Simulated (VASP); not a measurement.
# MgS in VASP: a series of runs

MgS is run at these levels: r2SCAN; tasks: single point.

All numbers are computed with VASP 6.6.1; they aren't measurements. Logs are shortened: lines on timing, memory, paths and dates and some standing lists are left out, and cuts for length are marked.

## Step 1: The cell of the first run

The structure is trigonal, space group R-3m (No. 166). The conventional cell has a = 3.688 Å, b = 3.688 Å, c = 8.967 Å, α = 90.00°, β = 90.00°, γ = 120.00°. Within 3.4 Å of Mg (site symmetry -3m) lie 6 S at 2.60 Å. S (site symmetry -3m) has 6 Mg at 2.60 Å within 3.4 Å.

## Step 2: Single point, r2SCAN (equal xy, yz and zx engineering shears of -0.5 %)

POSCAR

```
MgS
1.0
   -0.0130082500      2.5951458750      2.5951458750
    2.5951458750     -0.0130082500      2.5951458750
    2.5951458750      2.5951458750     -0.0130082500
Mg S
1 1
Direct
    0.0000000000      0.0000000000      0.0000000000
    0.5000000000      0.5000000000      0.5000000000
```

INCAR.step1

```
  PREC = Accurate
  ENCUT = 660
  ISMEAR = 0
  SIGMA = 0.01
  LREAL = F
  LASPH = T
  NELM = 120
  NBANDS = 11
  GGA = PE
  ALGO = Normal
  EDIFF = 1E-5
  LWAVE = T
  LCHARG = F
  GGA_COMPAT = F
```

INCAR.step2

```
  PREC = Accurate
  ENCUT = 660
  EDIFF = 1E-6
  ISMEAR = 0
  SIGMA = 0.01
  LREAL = F
  LASPH = T
  NELM = 120
  ALGO = Normal
  ISIF = 2
  LWAVE = F
  LCHARG = F
  METAGGA = R2SCAN
  LMIXTAU = T
  NBANDS = 11
  ISTART = 1
  GGA_COMPAT = F
```

KPOINTS

```
Automatic mesh
0
Gamma
  8 8 8
```

Potentials or basis: VASP PAW PBE potentials, release 64 (Mg, S).

Command:

```console
$ cat potpaw_PBE.64/Mg/POTCAR potpaw_PBE.64/S/POTCAR > POTCAR
$ cp INCAR.step1 INCAR
$ mpirun -np 1 vasp_std > vasp.out
$ cp INCAR.step2 INCAR
$ mpirun -np 1 vasp_std > vasp.out
```

OUTCAR:

```text
PREC = Accurate
   ENCUT = 660
   EDIFF = 1E-6
   ISMEAR = 0
   LREAL = F
   LASPH = T
   NELM = 120
   ISIF = 2
   METAGGA = R2SCAN
   ISTART = 1

 ion  position               nearest neighbor table
   1  0.000  0.000  0.000-   2 2.60   2 2.60   2 2.60   2 2.60   2 2.60   2 2.60
   2  0.500  0.500  0.500-   1 2.60   1 2.60   1 2.60   1 2.60   1 2.60   1 2.60

  LATTYP: Found a trigonal (rhomboedric) cell.
 ALAT       =     3.6701135459
 COS(alpha) =     0.4949812504

  Lattice vectors:

 A1 = (  -0.0130082500,   2.5951458750,   2.5951458750)
 A2 = (   2.5951458750,  -0.0130082500,   2.5951458750)
 A3 = (   2.5951458750,   2.5951458750,  -0.0130082500)

Analysis of symmetry for initial positions (statically):
=====================================================================
 Subroutine PRICEL returns:
 Original cell was already a primitive cell.

 Routine SETGRP: Setting up the symmetry group for a
 trigonal (rhombohedral) supercell.

 Subroutine GETGRP returns: Found 12 space group operations
 (whereof 12 operations were pure point group operations)
 out of a pool of 12 trial point group operations.

The static configuration has the point symmetry D_3d.

Analysis of symmetry for dynamics (positions and initial velocities):
=====================================================================
 Subroutine PRICEL returns:
 Original cell was already a primitive cell.

 Routine SETGRP: Setting up the symmetry group for a
 trigonal (rhombohedral) supercell.

 Subroutine GETGRP returns: Found 12 space group operations
 (whereof 12 operations were pure point group operations)
 out of a pool of 12 trial point group operations.

The dynamic configuration has the point symmetry D_3d.

 Subroutine INISYM returns: Found 12 space group operations
 (whereof 12 operations are pure point group operations),
 and found     1 'primitive' translations

----------------------------------------------------------------------------------------

                                     Primitive cell

  volume of cell :      35.2183

  direct lattice vectors                    reciprocal lattice vectors
    -0.013008250  2.595145875  2.595145875    -0.191224788  0.192188137  0.192188137
     2.595145875 -0.013008250  2.595145875     0.192188137 -0.191224788  0.192188137
     2.595145875  2.595145875 -0.013008250     0.192188137  0.192188137 -0.191224788

  length of vectors
     3.670113546  3.670113546  3.670113546     0.332324358  0.332324358  0.332324358

  position of ions in fractional coordinates (direct lattice)
     0.000000000  0.000000000  0.000000000
     0.500000000  0.500000000  0.500000000

  ion indices of the primitive-cell ions
   primitive index   ion index
                 1           1
                 2           2

----------------------------------------------------------------------------------------

 KPOINTS: Automatic mesh

Automatic generation of k-mesh.
 Grid dimensions read from file:
 generate k-points for:    8    8    8

 Generating k-lattice:

  Cartesian coordinates                     Fractional coordinates (reciprocal lattice)
    -0.023903098  0.024023517  0.024023517     0.125000000  0.000000000  0.000000000
     0.024023517 -0.023903098  0.024023517     0.000000000  0.125000000  0.000000000
     0.024023517  0.024023517 -0.023903098     0.000000000  0.000000000  0.125000000

  Length of vectors
     0.041540545  0.041540545  0.041540545

  Shift w.r.t. Gamma in fractional coordinates (k-lattice)
     0.000000000  0.000000000  0.000000000

 Subroutine IBZKPT returns following result:
 ===========================================

 Found     65 irreducible k-points:

 Following reciprocal coordinates:
            Coordinates               Weight
  0.000000  0.000000  0.000000      1.000000
  0.125000  0.000000 -0.000000      6.000000
  0.250000  0.000000 -0.000000      6.000000
  0.375000  0.000000  0.000000      6.000000
  0.500000  0.000000 -0.000000      3.000000
  0.125000  0.125000 -0.000000      6.000000
[... 16 lines left out ...]
  0.250000  0.125000  0.125000      6.000000
  0.375000  0.125000  0.125000      6.000000
 [... further k-points ...]
   k-points           NKPTS =     65   k-points in BZ     NKDIM =     65   number of bands    NBANDS=     11
   number of dos      NEDOS =    301   number of ions     NIONS =      2
   total plane-waves  NPLWV =  32768
   dimension x,y,z NGX =    32 NGY =   32 NGZ =   32
   dimension x,y,z NGXF=    64 NGYF=   64 NGZF=   64
   ions per type =               1   1
   NGX,Y,Z   is equivalent  to a cutoff of  14.50, 14.50, 14.50 a.u.
   NGXF,Y,Z  is equivalent  to a cutoff of  28.99, 28.99, 28.99 a.u.
 SYSTEM =  unknown system
   PREC   = accura    normal or accurate (medium, high low for compatibility)
   ISTART =      1    job   : 0-new  1-cont  2-samecut
   ICHARG =      0    charge: 1-file 2-atom 10-const
   ISPIN  =      1    spin polarized calculation?
   LNONCOLLINEAR =      F non collinear calculations
   LSORBIT =      F    spin-orbit coupling
   LASPH  =      T    aspherical Exc in radial PAW
   ENCUT  =  660.0 eV  48.51 Ry    6.96 a.u.   7.69  7.69  7.69*2*pi/ulx,y,z
   NELM   =    120;   NELMIN=  2; NELMDL=  0     # of ELM steps
   EDIFF  = 0.1E-05   stopping-criterion for ELM
   LREAL  =      F    real-space projection
   EDIFFG = 0.1E-04   stopping-criterion for IOM
   NSW    =      0    number of steps for IOM
   IBRION =     -1    ionic relax: 0-MD 1-quasi-New 2-CG
   NFREE  =      0    steps in history (QN), initial steepest desc. (CG)
   ISIF   =      2    stress and relaxation
   ISYM   =      2    0-nonsym 1-usesym 2-fastsym
   POTIM  = 0.5000    time-step for ionic-motion
   TEBEG  =    0.0;   TEEND  =   0.0 temperature during run
   PSTRESS=    0.0 pullay stress
   NELECT =       8.0000    total number of electrons
   NUPDOWN=      -1.0000    fix difference up-down
   EMIN   =  10.00;   EMAX   =-10.00  energy-range for DOS
   EFERMI =   0.00;   METHOD = LEGACY
   ISMEAR =     0;   SIGMA  =   0.01  broadening in eV -4-tet -1-fermi 0-gaus
   EFERMI_NEDOS =   21; number of points for ismear=-14 and -15
   IALGO  =     38    algorithm
   IMIX   =      4    mixing-type and parameters
     AMIX     =   0.40;   BMIX     =  1.00
     AMIX_MAG =   1.60;   BMIX_MAG =  1.00
  volume/ion in A,a.u.               =      17.61       118.83
  Fermi-wavevector in a.u.,A,eV,Ry     =   0.998885  1.887618 13.575493  0.997771
  Thomas-Fermi vector in A             =   2.131138
   LORBIT       =      0    0 simple, 1 ext, 2 COOP (PROOUT), +10 PAW based schemes
   METAGGA = R2SCAN    functional components
   LHFCALC =     F    Hartree Fock is set to
   AEXX    =    0.0000 exact exchange contribution
   IVDW    =     0    specifies the selected vdW correction
   LEPSILON=     F    determine dielectric tensor
   LRPA    =     F    only Hartree local field effects (RPA)
 non-spin polarized calculation
 Gauss-broadening in eV      SIGMA  =   0.01
  energy-cutoff  :      660.00
  volume of cell :       35.22
 maximum number of plane-waves:      1370
   NGX = 15   NGY = 15   NGZ = 15

 number of electron       8.0000001 magnetization

 Free energy of the ion-electron system (eV)
  ---------------------------------------------------
  ext. energy  EPLUGINS =         0.00000000
  ---------------------------------------------------
  free energy    TOTEN  =       -15.51083026 eV

  energy without entropy =      -15.51083026  energy(sigma->0) =      -15.51083026

 E-fermi :   3.6441     XC(G=0): -10.0902

 val. band max:        3.5404823507   @ k =   0.0000   0.0000   0.0000
 cond. band min:       6.9252990653   @ k =   0.5000   0.5000  -0.0000
 fundamental gap:      3.3848167146
 Fermi energy:         3.6440544808

 k-point     1 :       0.0000    0.0000    0.0000
  band No.  band energies     occupation
      1      -9.6898      2.00000
      2       3.4700      2.00000
      3       3.4700      2.00000
      4       3.5405      2.00000
      5       8.1061      0.00000
      6      11.9807      0.00000
      7      11.9807      0.00000
      8      12.1115      0.00000
      9      14.4343      0.00000
     10      14.4343      0.00000
     11      17.0339      0.00000

 k-point     2 :       0.1250    0.0000   -0.0000
  band No.  band energies     occupation
      1      -9.5354      2.00000
      2       2.4649      2.00000
      3       3.3671      2.00000
      4       3.4262      2.00000
      5       8.8672      0.00000
      6      11.7307      0.00000
      7      12.2466      0.00000
      8      12.3527      0.00000
      9      13.8347      0.00000
     10      13.8713      0.00000
     11      17.2902      0.00000

 k-point     3 :       0.2500    0.0000   -0.0000
  band No.  band energies     occupation
      1      -9.1187      2.00000
      2       0.6823      2.00000
      3       3.1417      2.00000
      4       3.1922      2.00000
      5       9.2126      0.00000
      6      11.9063      0.00000
      7      11.9670      0.00000
      8      12.5981      0.00000
      9      14.4105      0.00000
     10      14.5264      0.00000
     11      16.4752      0.00000

 k-point     4 :       0.3750    0.0000    0.0000
  band No.  band energies     occupation
      1      -8.6133      2.00000
      2      -0.7988      2.00000
      3       2.9420      2.00000
      4       2.9850      2.00000
      5       8.8800      0.00000
      6      11.2345      0.00000
      7      11.2977      0.00000
      8      14.2937      0.00000
      9      16.1204      0.00000
     10      16.4239      0.00000
     11      16.5689      0.00000

 k-point     5 :       0.5000    0.0000   -0.0000
  band No.  band energies     occupation
      1      -8.3642      2.00000
      2      -1.3915      2.00000
      3       2.8654      2.00000
      4       2.9056      2.00000
      5       8.7271      0.00000
      6      10.9829      0.00000
      7      11.0492      0.00000
      8      14.7315      0.00000
      9      16.7173      0.00000
     10      18.5009      0.00000
     11      18.6378      0.00000
[... 211 lines left out ...]
 k-point    21 :       0.5000    0.5000   -0.0000
  band No.  band energies     occupation
      1      -7.9721      2.00000
      2      -0.7782      2.00000
      3       1.7323      2.00000
      4       1.7979      2.00000
      5       6.9253      0.00000
      6       8.4200      0.00000
      7      16.6296      0.00000
      8      16.9774      0.00000
      9      18.0202      0.00000
     10      18.0437      0.00000
     11      20.1064      0.00000

 k-point    22 :       0.1250    0.1250    0.1250
  band No.  band energies     occupation
      1      -9.5326      2.00000
      2       2.5255      2.00000
      3       3.3620      2.00000
      4       3.3620      2.00000
      5       8.8462      0.00000
      6      11.8224      0.00000
      7      12.2470      0.00000
      8      12.2470      0.00000
      9      13.8307      0.00000
     10      13.8307      0.00000
     11      17.2444      0.00000

 k-point    23 :       0.2500    0.1250    0.1250
  band No.  band energies     occupation
      1      -9.2888      2.00000
      2       1.5915      2.00000
      3       2.7803      2.00000
      4       3.3546      2.00000
      5       9.6890      0.00000
      6      11.3324      0.00000
      7      12.2933      0.00000
      8      12.5910      0.00000
      9      12.6658      0.00000
     10      15.0223      0.00000
     11      18.2190      0.00000

 k-point    24 :       0.3750    0.1250    0.1250
  band No.  band energies     occupation
      1      -8.8349      2.00000
      2       0.1586      2.00000
      3       2.3088      2.00000
      4       3.1256      2.00000
      5       9.8921      0.00000
      6      11.3314      0.00000
      7      11.7621      0.00000
      8      12.3662      0.00000
      9      14.0048      0.00000
     10      17.1649      0.00000
     11      17.6175      0.00000

 [... further k-points ...]
[... 5 lines left out ...]
  --------------------------------------------------------------------------------------
  -------------------------------------------------------------------------------------
  Total       -0.1035857     -0.1035857     -0.1035857      0.0658981      0.0658981      0.0658981
  in kB       -4.7123996     -4.7123996     -4.7123996      2.9978846      2.9978846      2.9978846
  external PRESSURE =      -4.7123996 kB  Pullay stress =       0.0000000 kB

 VOLUME and BASIS-vectors are now :
 -----------------------------------------------------------------------------
  energy-cutoff  :      660.00
  volume of cell :       35.22
      direct lattice vectors                 reciprocal lattice vectors
    -0.013008250  2.595145875  2.595145875    -0.191224788  0.192188137  0.192188137
     2.595145875 -0.013008250  2.595145875     0.192188137 -0.191224788  0.192188137
     2.595145875  2.595145875 -0.013008250     0.192188137  0.192188137 -0.191224788

 POSITION                                       TOTAL-FORCE (eV/Angst)
 -----------------------------------------------------------------------------------
      0.00000      0.00000      0.00000         0.000000     -0.000000      0.000000
      2.58864      2.58864      2.58864        -0.000000      0.000000     -0.000000
 -----------------------------------------------------------------------------------
    total drift:                               -0.000000     -0.000000      0.000000

  FREE ENERGIE OF THE ION-ELECTRON SYSTEM (eV)
  ---------------------------------------------------
  free  energy   TOTEN  =       -15.5108302589 eV

  energy  without entropy=      -15.5108302589  energy(sigma->0) =      -15.51083026
```

Wall time 56 s (1 thread of Intel Xeon Platinum 8488C (Sapphire Rapids), shared host); peak memory 0.21 GiB.

What came out:

```yaml
Free_energy: -15.5108 eV
Pressure: -0.5 GPa
Band_gap_on_the_k_mesh: 3.38 eV (least direct gap 4.57 eV)
```

Caveat: the cell differs from its parent crystal (equal xy, yz and zx engineering shears of -0.5 %); the PAW data sets were made with another functional, which shifts forces and pressure a little. A k mesh can miss the band edges.

## Step 3: Single point, r2SCAN (equal xy, yz and zx engineering shears of +0.5 %)

POSCAR

```
MgS
1.0
    0.0130082500      2.6081541250      2.6081541250
    2.6081541250      0.0130082500      2.6081541250
    2.6081541250      2.6081541250      0.0130082500
Mg S
1 1
Direct
    0.0000000000      0.0000000000      0.0000000000
    0.5000000000      0.5000000000      0.5000000000
```

INCAR.step1

```
SYSTEM = MgS
PREC = Accurate
ENCUT = 660
ISMEAR = 0
SIGMA = 0.01
LREAL = .FALSE.
LASPH = .TRUE.
NELM = 120
NBANDS = 11
GGA = PE
ALGO = Normal
EDIFF = 1E-5
LWAVE = .TRUE.
LCHARG = .FALSE.
GGA_COMPAT = .FALSE.
```

INCAR.step2

```
SYSTEM = MgS
PREC = Accurate
ENCUT = 660
EDIFF = 1E-6
ISMEAR = 0
SIGMA = 0.01
LREAL = .FALSE.
LASPH = .TRUE.
NELM = 120
ALGO = Normal
ISIF = 2
LWAVE = .FALSE.
LCHARG = .TRUE.
METAGGA = R2SCAN
LMIXTAU = .TRUE.
LELF = .TRUE.
LVHAR = .TRUE.
NBANDS = 11
ISTART = 1
GGA_COMPAT = .FALSE.
```

KPOINTS

```
Automatic mesh
0
G
  8 8 8
  0 0 0
```

Potentials or basis: VASP PAW PBE potentials, release 64 (Mg, S).

Command:

```console
$ cat potpaw_PBE.64/Mg/POTCAR potpaw_PBE.64/S/POTCAR > POTCAR
$ cp INCAR.step1 INCAR
$ mpirun -np 1 vasp_std > vasp.out
$ cp INCAR.step2 INCAR
$ mpirun -np 1 vasp_std > vasp.out
```

Wall time 56 s (1 thread of Intel Xeon Platinum 8488C (Sapphire Rapids), shared host); peak memory 0.21 GiB.

The run converged. Its results:

```
Free energy            : -15.5108 eV
Pressure               : -0.5 GPa
Band gap on the k mesh : 3.41 eV (least direct gap 4.59 eV)
```

Stress tensor (GPa, compression positive):
```
-0.47 -0.30 -0.30
-0.30 -0.47 -0.30
-0.30 -0.30 -0.47
```

Levels at points of the mesh, in eV from the valence-band top:
```
           k point  band 1  band 2  band 3  band 4  band 5  band 6  band 7  band 8
(0.00, 0.00, 0.00)  -13.21   -0.07    0.00    0.00    4.59    8.42    8.55    8.55
(0.50, 0.00, 0.00)  -11.87   -4.89   -0.68   -0.64    5.17    7.43    7.49   11.20
(0.50, 0.50, 0.00)  -11.49   -4.30   -1.78   -1.72    3.41    4.90   13.11   13.46
(0.50, 0.50, 0.50)  -11.90   -4.93   -0.61   -0.61    5.25    7.54    7.54   11.22
```

Caveat: the cell differs from its parent crystal (equal xy, yz and zx engineering shears of +0.5 %); the PAW data sets were made with another functional, which shifts forces and pressure a little.

## Step 4: Single point, r2SCAN (atom 1 moved by [0.01, 0.01, 0.01] A)

POSCAR

```
MgS
1.0
    0.0000000000      2.6016500000      2.6016500000
    2.6016500000      0.0000000000      2.6016500000
    2.6016500000      2.6016500000      0.0000000000
Mg S
1 1
Direct
    0.0019218573      0.0019218573      0.0019218573
    0.5000000000      0.5000000000      0.5000000000
```

INCAR.step1

```
SYSTEM = MgS
ALGO     = Normal         ! electronic algorithm
EDIFF    = 1E-5           ! SCF threshold, eV
ENCUT    = 660            ! plane-wave cutoff, eV
GGA      = PE             ! functional
GGA_COMPAT= .FALSE.      
ISMEAR   = 0              ! smearing method
LASPH    = .TRUE.         ! aspherical terms in the spheres
LCHARG   = .FALSE.        ! write CHGCAR
LREAL    = .FALSE.        ! projectors in reciprocal space
LWAVE    = .TRUE.         ! write WAVECAR
NBANDS   = 11             ! bands
NELM     = 120            ! most SCF steps
PREC     = Accurate       ! precision mode
SIGMA    = 0.01           ! smearing width, eV
```

INCAR.step2

```
SYSTEM = MgS
ALGO     = Normal         ! electronic algorithm
EDIFF    = 1E-6           ! SCF threshold, eV
ENCUT    = 660            ! plane-wave cutoff, eV
GGA_COMPAT= .FALSE.      
ISIF     = 2              ! what is computed and relaxed
ISMEAR   = 0              ! smearing method
ISTART   = 1            
LASPH    = .TRUE.         ! aspherical terms in the spheres
LCHARG   = .FALSE.        ! write CHGCAR
LMIXTAU  = .TRUE.       
LREAL    = .FALSE.        ! projectors in reciprocal space
LWAVE    = .FALSE.        ! write WAVECAR
METAGGA  = R2SCAN         ! meta-GGA
NBANDS   = 11             ! bands
NELM     = 120            ! most SCF steps
PREC     = Accurate       ! precision mode
SIGMA    = 0.01           ! smearing width, eV
```

KPOINTS

```
k-points
0
G
  8 8 8
  0 0 0
```

Command:

```console
$ cat potpaw_PBE.64/Mg/POTCAR potpaw_PBE.64/S/POTCAR > POTCAR
$ cp INCAR.step1 INCAR
$ mpirun -np 1 vasp_std > vasp.out
$ cp INCAR.step2 INCAR
$ mpirun -np 1 vasp_std > vasp.out
```

It took 54 s on 1 thread of Intel Xeon Platinum 8488C (Sapphire Rapids), shared host; peak memory 0.21 GiB.

The run converged. Its results:

```yaml
Free_energy: -15.5109 eV
Pressure: -0.5 GPa
Largest_force: 0.048 eV/Å
Band_gap_on_the_k_mesh: 3.43 eV (least direct gap 4.61 eV)
```

Forces in eV/Å, atoms in the order of the input:
```
Mg  -0.028 -0.028 -0.028
S    0.028  0.028  0.028
```

Levels at points of the mesh, in eV from the valence-band top:
| k point | band 1 | band 2 | band 3 | band 4 | band 5 | band 6 | band 7 | band 8 | band 9 |
| --- | --- | --- | --- | --- | --- | --- | --- | --- | --- |
| (0.00, 0.00, 0.00) | -13.18 | 0.00 | 0.00 | 0.00 | 4.61 | 8.53 | 8.53 | 8.53 | 10.94 |
| (0.50, 0.00, 0.00) | -11.85 | -4.88 | -0.62 | -0.62 | 5.22 | 7.50 | 7.50 | 11.23 | 13.23 |
| (0.50, 0.50, 0.50) | -11.85 | -4.88 | -0.62 | -0.62 | 5.22 | 7.50 | 7.50 | 11.23 | 13.23 |
| (0.50, 0.50, 0.00) | -11.47 | -4.27 | -1.73 | -1.73 | 3.43 | 4.92 | 13.14 | 13.49 | 14.54 |

Caveat: the cell differs from its parent crystal (atom 1 moved by [0.01, 0.01, 0.01] A); the PAW data sets were made with another functional, which shifts forces and pressure a little. A k mesh can miss the band edges.

## Step 5: Summary

| cell | gap on the mesh (eV) | pressure (GPa) |
| --- | --- | --- |
| a = 3.670 Å, angles 60.3°, 2 atoms, atomic positions A | 3.38 | -0.5 |
| a = 3.689 Å, angles 59.7°, 2 atoms, atomic positions A | 3.41 | -0.5 |
| a = 3.679 Å, angles 60.0°, 2 atoms, atomic positions B | 3.43 | -0.5 |

Alike in all rows: task single point; level r2SCAN; potentials or basis VASP PAW PBE potentials, release 64 (Mg, S); no spin polarisation; k mesh 8 × 8 × 8; cutoff (eV) 660; smearing gaussian 0.01 eV.

Caveats: the PAW data sets were made with another functional, which shifts forces and pressure a little.

Total energies depend on the potentials used, so only differences within one code and one set of settings carry meaning.
